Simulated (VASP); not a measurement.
# Cl (Pm-3m) in VASP: further runs

The runs below take Cl through single point, with LDA.

Program: VASP 6.6.1. These are calculated values, not measurements. Logs are shortened: lines on timing, memory, paths and dates and some standing lists are left out, and cuts for length are marked.

**1. The cell of the first run**

The structure is cubic, space group Pm-3m (No. 221). The conventional cell has a = 2.415 Å, b = 2.415 Å, c = 2.415 Å, α = 90.00°, β = 90.00°, γ = 90.00°. Within 3.2 Å of Cl (site symmetry m-3m) lie 6 Cl at 2.41 Å.

**2. Single point, LDA (volume scaled by 0.68)**

File INCAR:

```
SYSTEM = Cl
ALGO = Normal
EDIFF = 1E-6
ENCUT = 520
ISIF = 2
ISMEAR = -1
LASPH = .TRUE.
LCHARG = .FALSE.
LREAL = .FALSE.
LWAVE = .FALSE.
NBANDS = 10
NELM = 80
PREC = Accurate
SIGMA = 0.08
```

File KPOINTS:

```
k-points
0
G
  15 15 15
  0 0 0
```

File POSCAR:

```
Cl
1.0
    2.4146449390      0.0000000000      0.0000000000
    0.0000000000      2.4146449390      0.0000000000
    0.0000000000      0.0000000000      2.4146449390
Cl
1
Direct
    0.0000000000      0.0000000000      0.0000000000
```

Potentials or basis: VASP PAW LDA potentials, release 64 (Cl).

Command:

```console
$ cat potpaw_LDA.64/Cl/POTCAR > POTCAR
$ mpirun -np 1 vasp_std > vasp.out
```

OUTCAR:

```text
SYSTEM = Cl
   EDIFF = 1E-6
   ENCUT = 520
   ISIF = 2
   ISMEAR = -1
   LASPH = .TRUE.
   LREAL = .FALSE.
   NELM = 80
   PREC = Accurate

 ion  position               nearest neighbor table
   1  0.000  0.000  0.000-

  LATTYP: Found a simple cubic cell.
 ALAT       =     2.4146449390

  Lattice vectors:

 A1 = (   2.4146449390,   0.0000000000,   0.0000000000)
 A2 = (   0.0000000000,   2.4146449390,   0.0000000000)
 A3 = (   0.0000000000,   0.0000000000,   2.4146449390)

Analysis of symmetry for initial positions (statically):
=====================================================================
 Subroutine PRICEL returns:
 Original cell was already a primitive cell.

 Routine SETGRP: Setting up the symmetry group for a
 simple cubic supercell.

 Subroutine GETGRP returns: Found 48 space group operations
 (whereof 48 operations were pure point group operations)
 out of a pool of 48 trial point group operations.

The static configuration has the point symmetry O_h .

Analysis of symmetry for dynamics (positions and initial velocities):
=====================================================================
 Subroutine PRICEL returns:
 Original cell was already a primitive cell.

 Routine SETGRP: Setting up the symmetry group for a
 simple cubic supercell.

 Subroutine GETGRP returns: Found 48 space group operations
 (whereof 48 operations were pure point group operations)
 out of a pool of 48 trial point group operations.

The dynamic configuration has the point symmetry O_h .

 Subroutine INISYM returns: Found 48 space group operations
 (whereof 48 operations are pure point group operations),
 and found     1 'primitive' translations

----------------------------------------------------------------------------------------

                                     Primitive cell

  volume of cell :      14.0786

  direct lattice vectors                    reciprocal lattice vectors
     2.414644939  0.000000000  0.000000000     0.414139563  0.000000000  0.000000000
     0.000000000  2.414644939  0.000000000     0.000000000  0.414139563  0.000000000
     0.000000000  0.000000000  2.414644939     0.000000000  0.000000000  0.414139563

  length of vectors
     2.414644939  2.414644939  2.414644939     0.414139563  0.414139563  0.414139563

  position of ions in fractional coordinates (direct lattice)
     0.000000000  0.000000000  0.000000000

  ion indices of the primitive-cell ions
   primitive index   ion index
[... 72 lines left out ...]
   NELM   =     80;   NELMIN=  2; NELMDL= -5     # of ELM steps
   EDIFF  = 0.1E-05   stopping-criterion for ELM
   LREAL  =      F    real-space projection
   EDIFFG = 0.1E-04   stopping-criterion for IOM
   NSW    =      0    number of steps for IOM
   IBRION =     -1    ionic relax: 0-MD 1-quasi-New 2-CG
   NFREE  =      0    steps in history (QN), initial steepest desc. (CG)
   ISIF   =      2    stress and relaxation
   ISYM   =      2    0-nonsym 1-usesym 2-fastsym
   POTIM  = 0.5000    time-step for ionic-motion
   TEBEG  =    0.0;   TEEND  =   0.0 temperature during run
   PSTRESS=    0.0 pullay stress
   NELECT =       7.0000    total number of electrons
   NUPDOWN=      -1.0000    fix difference up-down
   EMIN   =  10.00;   EMAX   =-10.00  energy-range for DOS
   EFERMI =   0.00;   METHOD = LEGACY
   ISMEAR =    -1;   SIGMA  =   0.08  broadening in eV -4-tet -1-fermi 0-gaus
   EFERMI_NEDOS =   21; number of points for ismear=-14 and -15
   IALGO  =     38    algorithm
   IMIX   =      4    mixing-type and parameters
     AMIX     =   0.40;   BMIX     =  1.00
     AMIX_MAG =   1.60;   BMIX_MAG =  1.00
  volume/ion in A,a.u.               =      14.08        95.01
  Fermi-wavevector in a.u.,A,eV,Ry     =   1.296943  2.450867 22.885832  1.682061
  Thomas-Fermi vector in A             =   2.428367
   LORBIT       =      0    0 simple, 1 ext, 2 COOP (PROOUT), +10 PAW based schemes
   GGA     = CA    functional components
   LHFCALC =     F    Hartree Fock is set to
   AEXX    =    0.0000 exact exchange contribution
   IVDW    =     0    specifies the selected vdW correction
   LEPSILON=     F    determine dielectric tensor
   LRPA    =     F    only Hartree local field effects (RPA)
 non-spin polarized calculation
  energy-cutoff  :      520.00
  volume of cell :       14.08
 maximum number of plane-waves:       393
 NGX is ok and might be reduce to    18
   NGX =  9   NGY =  9   NGZ =  9

 number of electron       6.9999996 magnetization

 Free energy of the ion-electron system (eV)
  ---------------------------------------------------
  ext. energy  EPLUGINS =         0.00000000
  ---------------------------------------------------
  free energy    TOTEN  =        -1.02339212 eV

  energy without entropy =       -1.01142604  energy(sigma->0) =       -1.01740908

 E-fermi :   8.9600     XC(G=0): -11.7883

 val. band max:        8.9298292855   @ k =   0.3333   0.0667   0.0667
 cond. band min:       8.9627834090   @ k =   0.3333   0.0667   0.0000
 fundamental gap:      0.0329541235
 Fermi energy:         8.9599934075

 k-point     1 :       0.0000    0.0000    0.0000
  band No.  band energies     occupation
      1     -11.9626      2.00000
      2       8.5473      1.98856
      3       8.5473      1.98856
      4       8.5473      1.98856
      5      16.5447      0.00000
      6      16.5447      0.00000
      7      18.8134      0.00000
      8      32.8219      0.00000
      9      32.8219      0.00000
     10      32.8219      0.00000
[... 287 lines left out ...]
 k-point    24 :       0.3333    0.2000    0.0000
  band No.  band energies     occupation
      1      -9.3185      2.00000
      2       1.2230      2.00000
      3       5.5934      2.00000
      4      10.0598      0.00000
      5      18.4094      0.00000
      6      20.2237      0.00000
      7      25.4268      0.00000
      8      26.0309      0.00000
      9      28.1776      0.00000
     10      29.9146      0.00000

 [... further k-points ...]
[... 5 lines left out ...]
  --------------------------------------------------------------------------------------
  -------------------------------------------------------------------------------------
  Total        4.5406992      4.5406992      4.5406992      0.0000000      0.0000000     -0.0000000
  in kB      516.7416653    516.7416653    516.7416653      0.0000000      0.0000000     -0.0000000
  external PRESSURE =     516.7416653 kB  Pullay stress =       0.0000000 kB

 VOLUME and BASIS-vectors are now :
 -----------------------------------------------------------------------------
  energy-cutoff  :      520.00
  volume of cell :       14.08
      direct lattice vectors                 reciprocal lattice vectors
     2.414644939  0.000000000  0.000000000     0.414139563  0.000000000  0.000000000
     0.000000000  2.414644939  0.000000000     0.000000000  0.414139563  0.000000000
     0.000000000  0.000000000  2.414644939     0.000000000  0.000000000  0.414139563

 POSITION                                       TOTAL-FORCE (eV/Angst)
 -----------------------------------------------------------------------------------
      0.00000      0.00000      0.00000         0.000000      0.000000      0.000000
 -----------------------------------------------------------------------------------
    total drift:                               -0.000000      0.000000      0.000000

  FREE ENERGIE OF THE ION-ELECTRON SYSTEM (eV)
  ---------------------------------------------------
  free  energy   TOTEN  =        -1.0233921156 eV

  energy  without entropy=       -1.0114260415  energy(sigma->0) =       -1.01740908
```

stdout:

```text
POSCAR found type information on POSCAR Cl
 POSCAR found :  1 types and       1 ions
 scaLAPACK will be used
 LDA part: xc-table for (Slater(with rela. corr.)+CA(PZ))
 , standard interpolation
 POSCAR, INCAR and KPOINTS ok, starting setup
 FFT: planning ... GRIDC
 FFT: planning ... GRID_SOFT
 FFT: planning ... GRID
 WAVECAR not read
 entering main loop
```

Run time: 3.6 s. Hardware: 1 thread of Intel Xeon 6975P-C (Granite Rapids), shared host; peak memory 0.11 GiB.

What came out:

```
Free energy : -1.0234 eV
Pressure    : 51.7 GPa
```

Caveat: an odd number of electrons without spin polarisation forces a metal; a magnetic or distorted state may lie lower.

**3. Single point, LDA (volume scaled by 0.68)**

Edit INCAR of step 2 so:

```diff
@@ -4,2 +4,3 @@
 ENCUT = 520
+GGA = CA
 ISIF = 2
@@ -11,3 +12,3 @@
 NBANDS = 10
-NELM = 80
+NELM = 60
 PREC = Accurate
```

KPOINTS is that of step 2.

POSCAR is that of step 2.

Potentials or basis: VASP PAW LDA potentials, release 64 (Cl).

Command:

```console
$ cat potpaw_LDA.64/Cl/POTCAR > POTCAR
$ mpirun -np 1 vasp_std > vasp.out
```

It took 3.6 s on 1 thread of Intel Xeon 6975P-C (Granite Rapids), shared host; peak memory 0.11 GiB.

It converged, with:

```
Free energy : -1.0234 eV
Pressure    : 51.7 GPa
```

Levels at points of the mesh, in eV from the Fermi level:
```csv
k point,band 1,band 2,band 3,band 4,band 5,band 6,band 7,band 8,band 9
"(0.00, 0.00, 0.00)",-20.92,-0.41,-0.41,-0.41,7.58,7.58,9.85,23.86,23.86
```

Caveat: an odd number of electrons without spin polarisation forces a metal; a magnetic or distorted state may lie lower.

**4. Single point, LDA (volume scaled by 0.68)**

File INCAR:

```
PREC = Accurate
ENCUT = 520
EDIFF = 1E-6
ISMEAR = -1
SIGMA = 0.08
LREAL = False
LASPH = True
NELM = 100
ALGO = Normal
ISIF = 2
LWAVE = False
LCHARG = False
GGA = CA
NBANDS = 10
```

File KPOINTS:

```
regular mesh
0
Gamma
  15 15 15
```

POSCAR is that of step 3.

Command:

```console
$ cat potpaw_LDA.64/Cl/POTCAR > POTCAR
$ mpirun -np 1 vasp_std > vasp.out
```

Wall time 3.7 s (1 thread of Intel Xeon 6975P-C (Granite Rapids), shared host); peak memory 0.11 GiB.

The run converged. Its results:

```yaml
Free_energy: -1.0234 eV
Pressure: 51.7 GPa
```

Levels at points of the mesh, in eV from the Fermi level:
```tsv
k point	band 1	band 2	band 3	band 4	band 5	band 6	band 7	band 8
(0.00, 0.00, 0.00)	-20.92	-0.41	-0.41	-0.41	7.58	7.58	9.85	23.86
```

Caveat: an odd number of electrons without spin polarisation forces a metal; a magnetic or distorted state may lie lower.
